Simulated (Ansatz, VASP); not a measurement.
Two plane-wave programs on Cd

INCAR

```
SYSTEM = Cd
ALGO = Normal
EDIFF = 1E-6
ENCUT = 520
GGA = RP
ISIF = 2
ISMEAR = -1
LASPH = .TRUE.
LCHARG = .FALSE.
LREAL = .FALSE.
LWAVE = .FALSE.
NBANDS = 32
NELM = 100
PREC = Accurate
SIGMA = 0.1
```

File KPOINTS:

```
k-points
0
G
  13 13 4
  0 0 0
```

Contents of POSCAR:

```
Cd
1.0
    3.1144253744      0.0000000000      0.0000000000
   -1.5572126872      2.6971714925      0.0000000000
    0.0000000000      0.0000000000     10.2051804573
Cd
4
Direct
    0.0000000000      0.0000000000      0.0000000000
    0.0000000000      0.0000000000      0.5000000000
    0.3333333333      0.6666666667      0.2500000000
    0.6666666667      0.3333333333      0.7500000000
```

Input for Ansatz:

```yaml
crystal:
  lattice:
    - [3.1144253744, 0.0, 0.0]
    - [-1.5572126872, 2.6971714925, 0.0]
    - [0.0, 0.0, 10.2051804573]
  atoms:
    - { symbol: Cd, position: [0.0, 0.0, 0.0] }
    - { symbol: Cd, position: [0.0, 0.0, 0.5] }
    - { symbol: Cd, position: [0.3333333333, 0.6666666667, 0.25] }
    - { symbol: Cd, position: [0.6666666667, 0.3333333333, 0.75] }
hamiltonian:
  xc: rpbe
  pseudopotentials:
    kind: paw
    azcp:
      Cd: "pseudopotentials/Cd.paw.azcp"
basis:
  ecutwfc: 420
  fft_grid_basis: typed
kpoints:
  mp_grid: { grid: [13, 13, 4], shift: [0, 0, 0] }
magnetization:
  spin_polarized: false
scf:
  occupations: { method: fermi_dirac, width: 0.1 }
  lower_state_search: "off"
output:
  stress: true
```

Alike in both runs: task single point; functional RPBE; k mesh 13 × 13 × 4; occupations fermi-dirac, width 0.1 eV; no spin polarisation.

```csv
,VASP,Ansatz
version,VASP 6.6.1,Ansatz 0.2.0
potentials or method,"VASP PAW PBE potentials, release 64 (Cd), cutoff 520 eV","plane waves (420 eV) with PAW, scalar-relativistic"
valence electrons in the cell,48,80
```

```csv
,VASP,Ansatz,Ansatz less VASP
pressure (GPa),6.1,5.8,-0.31
"traceless stress, the component that is largest in VASP (GPa)",0.54,0.53,-0.005
```

VASP's potentials were made for PBE, not for RPBE. VASP's potentials hold 48 valence electrons a cell and Ansatz's 80, so a difference there can come from the potentials and not from the codes.
